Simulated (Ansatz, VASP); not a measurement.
# One calculation of Mo, two programs

File INCAR:

```
SYSTEM = Mo
ALGO     = Normal         ! electronic algorithm
DIPOL    = 0.5 0.5 0.500
EDIFF    = 1E-6           ! SCF threshold, eV
ENCUT    = 520            ! plane-wave cutoff, eV
IDIPOL   = 3            
ISIF     = 2              ! what is computed and relaxed
ISMEAR   = -1             ! smearing method
LASPH    = .TRUE.         ! aspherical terms in the spheres
LCHARG   = .TRUE.         ! write CHGCAR
LDIPOL   = .TRUE.       
LELF     = .TRUE.         ! ELF
LREAL    = .FALSE.        ! projectors in reciprocal space
LVACPOTAV= .TRUE.       
LVHAR    = .TRUE.       
LWAVE    = .FALSE.        ! write WAVECAR
NBANDS   = 43             ! bands
NELM     = 60             ! most SCF steps
PREC     = Accurate       ! precision mode
SIGMA    = 0.1            ! smearing width, eV
```

File KPOINTS:

```
k-points
0
G
  9 9 1
  0 0 0
```

The input POSCAR:

```
Mo
1.0
    4.4006566667      0.0000000000      0.0000000000
   -2.2003283334      3.8110804667      0.0000000000
    0.0000000000      0.0000000000     19.5931000000
Mo
5
Direct
    0.8333333330      0.1666666670      0.4083064671
    0.1666666670      0.8333333330      0.4541532334
    0.5000000000      0.5000000000      0.5000000000
    0.8333333330      0.1666666670      0.5458467666
    0.1666666670      0.8333333330      0.5916935329
```

Input for Ansatz:

```yaml
crystal:
  lattice:
    - [4.4006566667, 0.0, 0.0]
    - [-2.2003283334, 3.8110804667, 0.0]
    - [0.0, 0.0, 19.5931]
  atoms:
    - { symbol: Mo, position: [0.833333333, 0.166666667, 0.4083064671] }
    - { symbol: Mo, position: [0.166666667, 0.833333333, 0.4541532334] }
    - { symbol: Mo, position: [0.5, 0.5, 0.5] }
    - { symbol: Mo, position: [0.833333333, 0.166666667, 0.5458467666] }
    - { symbol: Mo, position: [0.166666667, 0.833333333, 0.5916935329] }
kpoints:
  mp_grid: { grid: [9, 9, 1] }
scf:
  occupations: { method: fermi_dirac, width: 0.1 }
hamiltonian:
  xc: lda
  pseudopotentials: { kind: all_electron, lapw: { basis_error: 0.001 } }
output:
  forces: true
  stress: true
  eigenvalues: true
  populations: true
  dos: { projected: true, de: 0.2, e_range: [-14, 8] }
efield:
  axis: 3
  amplitude: 0
  dipole_correction: true
```

Alike in both runs: task single point; functional LDA; k mesh 9 × 9 × 1; occupations fermi-dirac, width 0.1 eV; no spin polarisation.

|  | VASP | Ansatz |
| --- | --- | --- |
| version | VASP 6.6.1 | Ansatz 0.2.0 |
| potentials or method | VASP PAW LDA potentials, release 64 (Mo_sv), cutoff 520 eV | all-electron LAPW, scalar-relativistic |

|  | VASP | Ansatz | Ansatz less VASP |
| --- | --- | --- | --- |
| rms of the force components (eV/Å) | 1.088 | 1.111 | +0.0232 |

LDA's correlation is that of Perdew and Zunger in VASP and of Perdew and Wang (1992) in Ansatz. Atom by atom the forces differ by 0.025 eV/Å (rms over components). Ansatz ran all-electron here, and VASP with PAW potentials.
